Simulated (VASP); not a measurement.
# SrCa (Pm-3m) in VASP: notebook

The runs below take SrCa through single point, relaxation of cell and atoms, with LDA.

Program: VASP 6.6.1. These are calculated values, not measurements. Logs are shortened: lines on timing, memory, paths and dates and some standing lists are left out, and cuts for length are marked.

## 1. The cell of the first run

The structure is cubic, space group Pm-3m (No. 221). The conventional cell has a = 4.382 Å, b = 4.382 Å, c = 4.382 Å, α = 90.00°, β = 90.00°, γ = 90.00°. Within 5.0 Å of Sr (site symmetry m-3m) lie 8 Ca at 3.80 Å and 6 Sr at 4.38 Å. Within 5.0 Å of Ca (site symmetry m-3m) lie 8 Sr at 3.80 Å and 6 Ca at 4.38 Å.

## 2. Single point, LDA

Input file INCAR:

```
PREC = Accurate ; ENCUT = 520
EDIFF = 1E-6 ; ISMEAR = 1
SIGMA = 0.05 ; LREAL = F
LASPH = T ; NELM = 60
ALGO = Normal ; ISIF = 2
LWAVE = F ; LCHARG = F
GGA = CA ; NBANDS = 17
```

Input file KPOINTS:

```
regular mesh
0
Gamma
  5 5 5
```

Input file POSCAR:

```
SrCa
1.0
    4.3824653706      0.0000000000      0.0000000000
    0.0000000000      4.3824653706      0.0000000000
    0.0000000000      0.0000000000      4.3824653706
Sr Ca
1 1
Direct
    0.0000000000      0.0000000000      0.0000000000
    0.5000000000      0.5000000000      0.5000000000
```

Potentials or basis: VASP PAW LDA potentials, release 64 (Sr_sv, Ca_sv).

On the command line:

```
cat potpaw_LDA.64/Sr_sv/POTCAR potpaw_LDA.64/Ca_sv/POTCAR > POTCAR
mpirun -np 1 vasp_std > vasp.out
```

OUTCAR:

```text
PREC = Accurate
   ENCUT = 520
   EDIFF = 1E-6
   ISMEAR = 1
   LREAL = F
   LASPH = T
   NELM = 60
   ISIF = 2
   GGA = CA

 ion  position               nearest neighbor table
   1  0.000  0.000  0.000-   2 3.80   2 3.80   2 3.80   2 3.80   2 3.80   2 3.80   2 3.80   2 3.80

   2  0.500  0.500  0.500-   1 3.80   1 3.80   1 3.80   1 3.80   1 3.80   1 3.80   1 3.80   1 3.80

  LATTYP: Found a simple cubic cell.
 ALAT       =     4.3824653706

  Lattice vectors:

 A1 = (   4.3824653706,   0.0000000000,   0.0000000000)
 A2 = (   0.0000000000,   4.3824653706,   0.0000000000)
 A3 = (   0.0000000000,   0.0000000000,   4.3824653706)

Analysis of symmetry for initial positions (statically):
=====================================================================
 Subroutine PRICEL returns:
 Original cell was already a primitive cell.

 Routine SETGRP: Setting up the symmetry group for a
 simple cubic supercell.

 Subroutine GETGRP returns: Found 48 space group operations
 (whereof 48 operations were pure point group operations)
 out of a pool of 48 trial point group operations.

The static configuration has the point symmetry O_h .

Analysis of symmetry for dynamics (positions and initial velocities):
=====================================================================
 Subroutine PRICEL returns:
 Original cell was already a primitive cell.

 Routine SETGRP: Setting up the symmetry group for a
 simple cubic supercell.

 Subroutine GETGRP returns: Found 48 space group operations
 (whereof 48 operations were pure point group operations)
 out of a pool of 48 trial point group operations.

The dynamic configuration has the point symmetry O_h .

 Subroutine INISYM returns: Found 48 space group operations
 (whereof 48 operations are pure point group operations),
 and found     1 'primitive' translations

----------------------------------------------------------------------------------------

                                     Primitive cell

  volume of cell :      84.1696

  direct lattice vectors                    reciprocal lattice vectors
     4.382465371  0.000000000  0.000000000     0.228182065  0.000000000  0.000000000
     0.000000000  4.382465371  0.000000000     0.000000000  0.228182065  0.000000000
     0.000000000  0.000000000  4.382465371     0.000000000  0.000000000  0.228182065

  length of vectors
[... 65 lines left out ...]
   ENCUT  =  520.0 eV  38.22 Ry    6.18 a.u.   8.15  8.15  8.15*2*pi/ulx,y,z
   NELM   =     60;   NELMIN=  2; NELMDL= -5     # of ELM steps
   EDIFF  = 0.1E-05   stopping-criterion for ELM
   LREAL  =      F    real-space projection
   EDIFFG = 0.1E-04   stopping-criterion for IOM
   NSW    =      0    number of steps for IOM
   IBRION =     -1    ionic relax: 0-MD 1-quasi-New 2-CG
   NFREE  =      0    steps in history (QN), initial steepest desc. (CG)
   ISIF   =      2    stress and relaxation
   ISYM   =      2    0-nonsym 1-usesym 2-fastsym
   POTIM  = 0.5000    time-step for ionic-motion
   TEBEG  =    0.0;   TEEND  =   0.0 temperature during run
   PSTRESS=    0.0 pullay stress
   NELECT =      20.0000    total number of electrons
   NUPDOWN=      -1.0000    fix difference up-down
   EMIN   =  10.00;   EMAX   =-10.00  energy-range for DOS
   EFERMI =   0.00;   METHOD = LEGACY
   ISMEAR =     1;   SIGMA  =   0.05  broadening in eV -4-tet -1-fermi 0-gaus
   EFERMI_NEDOS =   21; number of points for ismear=-14 and -15
   IALGO  =     38    algorithm
   IMIX   =      4    mixing-type and parameters
     AMIX     =   0.40;   BMIX     =  1.00
     AMIX_MAG =   1.60;   BMIX_MAG =  1.00
  volume/ion in A,a.u.               =      42.08       284.00
  Fermi-wavevector in a.u.,A,eV,Ry     =   1.013988  1.916160 13.989137  1.028173
  Thomas-Fermi vector in A             =   2.147190
   LORBIT       =      0    0 simple, 1 ext, 2 COOP (PROOUT), +10 PAW based schemes
   GGA     = CA    functional components
   LHFCALC =     F    Hartree Fock is set to
   AEXX    =    0.0000 exact exchange contribution
   IVDW    =     0    specifies the selected vdW correction
   LEPSILON=     F    determine dielectric tensor
   LRPA    =     F    only Hartree local field effects (RPA)
 non-spin polarized calculation
 Methfessel and Paxton  Order N= 1 SIGMA  =   0.05
  energy-cutoff  :      520.00
  volume of cell :       84.17
 maximum number of plane-waves:      2301
 NGX is ok and might be reduce to    36
   NGX = 17   NGY = 17   NGZ = 17

 number of electron      20.0000001 magnetization

 Free energy of the ion-electron system (eV)
  ---------------------------------------------------
  ext. energy  EPLUGINS =         0.00000000
  ---------------------------------------------------
  free energy    TOTEN  =        -4.07712805 eV

  energy without entropy =       -4.07814649  energy(sigma->0) =       -4.07746753

 E-fermi :   2.1303     XC(G=0):  -8.2058

 val. band max:        2.0660912054   @ k =   0.2000   0.2000   0.0000
 cond. band min:       2.1328138644   @ k =   0.2000   0.0000   0.0000
 fundamental gap:      0.0667226591
 Fermi energy:         2.1302872226

 k-point     1 :       0.0000    0.0000    0.0000
  band No.  band energies     occupation
      1     -39.3534      2.00000
      2     -33.7972      2.00000
      3     -20.6447      2.00000
      4     -20.6447      2.00000
      5     -20.6447      2.00000
      6     -15.8812      2.00000
[... 177 lines left out ...]
      4     -20.6614      2.00000
      5     -20.6614      2.00000
      6     -15.9488      2.00000
[... 9 lines left out ...]
     16       5.6911      0.00000
     17       6.1293      0.00000

------------------------ aborting loop because EDIFF is reached ----------------------------------------

  FORCE on cell =-STRESS in cart. coord.  units (eV):
  Direction    XX          YY          ZZ          XY          YZ          ZX
  --------------------------------------------------------------------------------------
  -------------------------------------------------------------------------------------
  Total       -0.0147821     -0.0147821     -0.0147821      0.0000000     -0.0000000     -0.0000000
  in kB       -0.2813778     -0.2813778     -0.2813778      0.0000000     -0.0000000     -0.0000000
  external PRESSURE =      -0.2813778 kB  Pullay stress =       0.0000000 kB

 VOLUME and BASIS-vectors are now :
 -----------------------------------------------------------------------------
  energy-cutoff  :      520.00
  volume of cell :       84.17
      direct lattice vectors                 reciprocal lattice vectors
     4.382465371  0.000000000  0.000000000     0.228182065  0.000000000  0.000000000
     0.000000000  4.382465371  0.000000000     0.000000000  0.228182065  0.000000000
     0.000000000  0.000000000  4.382465371     0.000000000  0.000000000  0.228182065

 POSITION                                       TOTAL-FORCE (eV/Angst)
 -----------------------------------------------------------------------------------
      0.00000      0.00000      0.00000         0.000000      0.000000      0.000000
      2.19123      2.19123      2.19123         0.000000      0.000000      0.000000
 -----------------------------------------------------------------------------------
    total drift:                                0.000000      0.000000      0.000000

  FREE ENERGIE OF THE ION-ELECTRON SYSTEM (eV)
  ---------------------------------------------------
  free  energy   TOTEN  =        -4.0771280459 eV

  energy  without entropy=       -4.0781464937  energy(sigma->0) =       -4.07746753
```

Wall time 5.2 s (1 thread of Intel Xeon 6975P-C (Granite Rapids), shared host); peak memory 0.17 GiB.

Results:

- Free energy: -4.0771 eV
- Pressure: 0.0 GPa
- Band gap on the k mesh: zero (band 10 reaches 2.27 eV, above the bottom of band 11 at 1.88 eV)

Levels at points of the mesh, in eV from the Fermi level:
```tsv
k point	band 8	band 9	band 10	band 11	band 12	band 13
(0.00, 0.00, 0.00)	-18.01	-4.05	-0.25	-0.25	2.33	2.33
```

## 3. Single point, LDA

This run uses another cell than the first one, of 41.24 Å³/atom, 0.980 times its volume.

Input file INCAR:

```
SYSTEM = SrCa
PREC = Accurate
ENCUT = 520
EDIFF = 1E-6
ISMEAR = 1
SIGMA = 0.05
LREAL = .FALSE.
LASPH = .TRUE.
NELM = 100
ALGO = Normal
ISIF = 2
LWAVE = .FALSE.
LCHARG = .TRUE.
GGA = CA
LELF = .TRUE.
LVHAR = .TRUE.
NBANDS = 17
```

Input file KPOINTS:

```
regular mesh
0
G
  5 5 5
  0 0 0
```

Input file POSCAR:

```
SrCa
1.0
    4.3530519651      0.0000000000      0.0000000000
    0.0000000000      4.3530519651      0.0000000000
    0.0000000000      0.0000000000      4.3530519651
Sr Ca
1 1
Direct
    0.0000000000      0.0000000000      0.0000000000
    0.5000000000      0.5000000000      0.5000000000
```

Potentials or basis: VASP PAW LDA potentials, release 64 (Sr_sv, Ca_sv).

On the command line:

```
cat potpaw_LDA.64/Sr_sv/POTCAR potpaw_LDA.64/Ca_sv/POTCAR > POTCAR
mpirun -np 1 vasp_std > vasp.out
```

OUTCAR:

```text
SYSTEM = SrCa
   PREC = Accurate
   ENCUT = 520
   EDIFF = 1E-6
   ISMEAR = 1
   LREAL = .FALSE.
   LASPH = .TRUE.
   NELM = 100
   ISIF = 2
   GGA = CA

 ion  position               nearest neighbor table
   1  0.000  0.000  0.000-   2 3.77   2 3.77   2 3.77   2 3.77   2 3.77   2 3.77   2 3.77   2 3.77

   2  0.500  0.500  0.500-   1 3.77   1 3.77   1 3.77   1 3.77   1 3.77   1 3.77   1 3.77   1 3.77

  LATTYP: Found a simple cubic cell.
 ALAT       =     4.3530519651

  Lattice vectors:

 A1 = (   4.3530519651,   0.0000000000,   0.0000000000)
 A2 = (   0.0000000000,   4.3530519651,   0.0000000000)
 A3 = (   0.0000000000,   0.0000000000,   4.3530519651)

Analysis of symmetry for initial positions (statically):
=====================================================================
 Subroutine PRICEL returns:
 Original cell was already a primitive cell.

 Routine SETGRP: Setting up the symmetry group for a
 simple cubic supercell.

 Subroutine GETGRP returns: Found 48 space group operations
 (whereof 48 operations were pure point group operations)
 out of a pool of 48 trial point group operations.

The static configuration has the point symmetry O_h .

Analysis of symmetry for dynamics (positions and initial velocities):
[... 143 lines left out ...]

 E-fermi :   2.1840     XC(G=0):  -8.2746

 val. band max:        2.1379188246   @ k =   0.2000   0.2000   0.0000
 cond. band min:       2.1880146934   @ k =   0.2000   0.0000   0.0000
 fundamental gap:      0.0500958688
 Fermi energy:         2.1840291613

 k-point     1 :       0.0000    0.0000    0.0000
  band No.  band energies     occupation
      1     -39.2295      2.00000
      2     -33.6769      2.00000
      3     -20.5233      2.00000
      4     -20.5233      2.00000
      5     -20.5233      2.00000
      6     -15.7627      2.00000
[... 177 lines left out ...]
      4     -20.5414      2.00000
      5     -20.5414      2.00000
      6     -15.8356      2.00000
[... 9 lines left out ...]
     16       5.8292      0.00000
     17       6.3300      0.00000

------------------------ aborting loop because EDIFF is reached ----------------------------------------

  FORCE on cell =-STRESS in cart. coord.  units (eV):
  Direction    XX          YY          ZZ          XY          YZ          ZX
  --------------------------------------------------------------------------------------
  -------------------------------------------------------------------------------------
  Total        0.1832294      0.1832294      0.1832294     -0.0000000     -0.0000000      0.0000000
  in kB        3.5589697      3.5589697      3.5589697     -0.0000000     -0.0000000      0.0000000
  external PRESSURE =       3.5589697 kB  Pullay stress =       0.0000000 kB

 VOLUME and BASIS-vectors are now :
 -----------------------------------------------------------------------------
  energy-cutoff  :      520.00
  volume of cell :       82.49
      direct lattice vectors                 reciprocal lattice vectors
     4.353051965  0.000000000  0.000000000     0.229723883  0.000000000  0.000000000
     0.000000000  4.353051965  0.000000000     0.000000000  0.229723883  0.000000000
     0.000000000  0.000000000  4.353051965     0.000000000  0.000000000  0.229723883

 POSITION                                       TOTAL-FORCE (eV/Angst)
 -----------------------------------------------------------------------------------
      0.00000      0.00000      0.00000         0.000000      0.000000      0.000000
      2.17653      2.17653      2.17653         0.000000      0.000000      0.000000
 -----------------------------------------------------------------------------------
    total drift:                                0.000000      0.000000     -0.000000

  FREE ENERGIE OF THE ION-ELECTRON SYSTEM (eV)
  ---------------------------------------------------
  free  energy   TOTEN  =        -4.0751734487 eV

  energy  without entropy=       -4.0757748526  energy(sigma->0) =       -4.07537392
```

It took 4.2 s on 1 thread of Intel Xeon 6975P-C (Granite Rapids), shared host; peak memory 0.15 GiB.

Results:

```
Free energy            : -4.0752 eV
Pressure               : 0.4 GPa
Band gap on the k mesh : zero (band 10 reaches 2.35 eV, above the bottom of band 11 at 1.93 eV)
```

## 4. Single point, LDA

Input file INCAR:

```
PREC     = Accurate       # precision mode
ENCUT    = 520            # plane-wave cutoff, eV
EDIFF    = 1E-6           # SCF threshold, eV
ISMEAR   = 1              # smearing method
SIGMA    = 0.05           # smearing width, eV
LREAL    = F              # projectors in reciprocal space
LASPH    = T              # aspherical terms in the spheres
NELM     = 60             # most SCF steps
ALGO     = Normal         # electronic algorithm
ISIF     = 2              # what is computed and relaxed
LWAVE    = F              # write WAVECAR
LCHARG   = T              # write CHGCAR
LELF     = T              # ELF
LVHAR    = T            
NBANDS   = 17             # bands
```

Input file KPOINTS:

```
Automatic mesh
0
Gamma
  5 5 5
```

Input file POSCAR:

```
SrCa
1.0
    4.3824653706      0.0000000000      0.0000000000
    0.0000000000      4.3824653706      0.0000000000
    0.0000000000      0.0000000000      4.3824653706
Sr Ca
1 1
Direct
    0.0000000000      0.0000000000      0.0000000000
    0.5000000000      0.5000000000      0.5000000000
```

On the command line:

```
cat potpaw_LDA.64/Sr_sv/POTCAR potpaw_LDA.64/Ca_sv/POTCAR > POTCAR
mpirun -np 1 vasp_std > vasp.out
```

Wall time 5.5 s (1 thread of Intel Xeon 6975P-C (Granite Rapids), shared host); peak memory 0.17 GiB.

It converged, with:

| Property | Result |
| --- | --- |
| Free energy | -4.0771 eV |
| Pressure | 0.0 GPa |
| Band gap on the k mesh | zero (band 10 reaches 2.27 eV, above the bottom of band 11 at 1.88 eV) |

Levels at points of the mesh, in eV from the Fermi level:
| k point | band 7 | band 8 | band 9 | band 10 | band 11 | band 12 | band 13 | band 14 |
| --- | --- | --- | --- | --- | --- | --- | --- | --- |
| (0.00, 0.00, 0.00) | -18.01 | -18.01 | -4.05 | -0.25 | -0.25 | 2.33 | 2.33 | 2.33 |

## 5. Single point, LDA

This run uses another cell than the first one, of 42.93 Å³/atom, 1.020 times its volume.

Input file INCAR:

```
PREC = Accurate
ENCUT = 520
EDIFF = 1E-6
ISMEAR = 1
SIGMA = 0.05
LREAL = False
LASPH = True
NELM = 60
ALGO = Normal
ISIF = 2
LWAVE = False
LCHARG = True
GGA = CA
LELF = True
LVHAR = True
NBANDS = 17
```

KPOINTS is that of step 4.

Input file POSCAR:

```
SrCa
1.0
    4.4114891659      0.0000000000      0.0000000000
    0.0000000000      4.4114891659      0.0000000000
    0.0000000000      0.0000000000      4.4114891659
Sr Ca
1 1
Direct
    0.0000000000      0.0000000000      0.0000000000
    0.5000000000      0.5000000000      0.5000000000
```

On the command line:

```
cat potpaw_LDA.64/Sr_sv/POTCAR potpaw_LDA.64/Ca_sv/POTCAR > POTCAR
mpirun -np 1 vasp_std > vasp.out
```

Run time: 5.5 s. Hardware: 1 thread of Intel Xeon 6975P-C (Granite Rapids), shared host; peak memory 0.17 GiB.

It converged, with:

| Property | Result |
| --- | --- |
| Free energy | -4.0752 eV |
| Pressure | -0.4 GPa |
| Band gap on the k mesh | zero (band 10 reaches 2.19 eV, above the bottom of band 11 at 1.83 eV) |

Levels at points of the mesh, in eV from the Fermi level:
```
           k point  band 8  band 9  band 10  band 11  band 12  band 13
(0.00, 0.00, 0.00)  -18.08   -4.05    -0.25    -0.25     2.27     2.27
```

## 6. Relaxation of cell and atoms, LDA

This run uses another cell than the first one, of 49.63 Å³/atom, 1.179 times its volume.

Input file INCAR:

```
ALGO = Normal ; EDIFF = 1E-7
EDIFFG = -0.02 ; ENCUT = 600
IBRION = 2 ; ISIF = 3
ISMEAR = 1 ; LASPH = True
LCHARG = False ; LREAL = False
LWAVE = False ; NELM = 60
NSW = 80 ; PREC = Accurate
SIGMA = 0.05
```

Input file KPOINTS:

```
k-points
0
Gamma
  5 5 5
```

Input file POSCAR:

```
SrCa
1.0
    4.6300000000      0.0000000000      0.0000000000
    0.0000000000      4.6300000000      0.0000000000
    0.0000000000      0.0000000000      4.6300000000
Sr Ca
1 1
Direct
    0.0000000000      0.0000000000      0.0000000000
    0.5000000000      0.5000000000      0.5000000000
```

Potentials or basis: VASP PAW LDA potentials, release 64 (Sr_sv, Ca_sv).

On the command line:

```
cat potpaw_LDA.64/Sr_sv/POTCAR potpaw_LDA.64/Ca_sv/POTCAR > POTCAR
mpirun -np 1 vasp_std > vasp.out
```

Wall time 37 s (1 thread of Intel Xeon 6975P-C (Granite Rapids), shared host); peak memory 0.21 GiB.

The run converged. Its results:

```
Free energy                            : -4.0778 eV
Relaxed volume                         : 41.99 Å³/atom
Relaxed cell                           : a = 4.379 Å, b = 4.379 Å, c = 4.379 Å, α = 90.00°, β = 90.00°, γ = 90.00°
Space group after relaxing (to 0.05 Å) : Pm-3m (No. 221)
Energy gained by relaxing              : 58.2 meV/atom
Ionic steps                            : 4
Pressure after relaxing                : 0.0 GPa
Band gap on the k mesh                 : zero (band 10 reaches 2.28 eV, above the bottom of band 11 at 1.88 eV)
```

Step by step:
| step | energy change (eV) | largest force (eV/Å) | pressure (GPa) | volume (Å³) |
| --- | --- | --- | --- | --- |
| 1 | 0.0000 | 0.0000 | -2.11 | 99.25 |
| 2 | -0.0946 | 0.0000 | -1.08 | 90.14 |
| 3 | -0.1156 | 0.0000 | -0.22 | 85.17 |
| 4 | -0.1164 | 0.0000 | 0.03 | 83.99 |

Final structure:
```
Sr Ca
1.0
     4.37930    0.00000    0.00000
     0.00000    4.37930    0.00000
     0.00000    0.00000    4.37930
Sr Ca
1 1
Direct
  0.00000 0.00000 0.00000
  0.50000 0.50000 0.50000
```

Levels at points of the mesh, in eV from the Fermi level:
```csv
k point,band 6,band 7,band 8,band 9,band 10,band 11,band 12,band 13,band 14
"(0.00, 0.00, 0.00)",-18.00,-18.00,-18.00,-4.05,-0.25,-0.25,2.33,2.33,2.33
```

Caveat: the volume moved by over 15 % at a fixed basis, so the end points are rough.

## 7. The runs side by side

```csv
task,cell,cutoff (eV),gap on the mesh (eV),pressure (GPa)
single point,"a = 4.382 Å, 2 atoms",520,none,0.0
single point,"a = 4.353 Å, 2 atoms",520,none,0.4
single point,"a = 4.411 Å, 2 atoms",520,none,-0.4
relaxation of cell and atoms,"relaxed from a = 4.630 Å, 2 atoms",600,none,0.0
```

Alike in all rows: level LDA; potentials or basis VASP PAW LDA potentials, release 64 (Sr_sv, Ca_sv); no spin polarisation; k mesh 5 × 5 × 5; smearing methfessel-paxton 0.05 eV.

Caveats: the volume moved by over 15 % at a fixed basis, so the end points are rough (some runs).

Absolute energies hang on the potentials; compare differences alone.
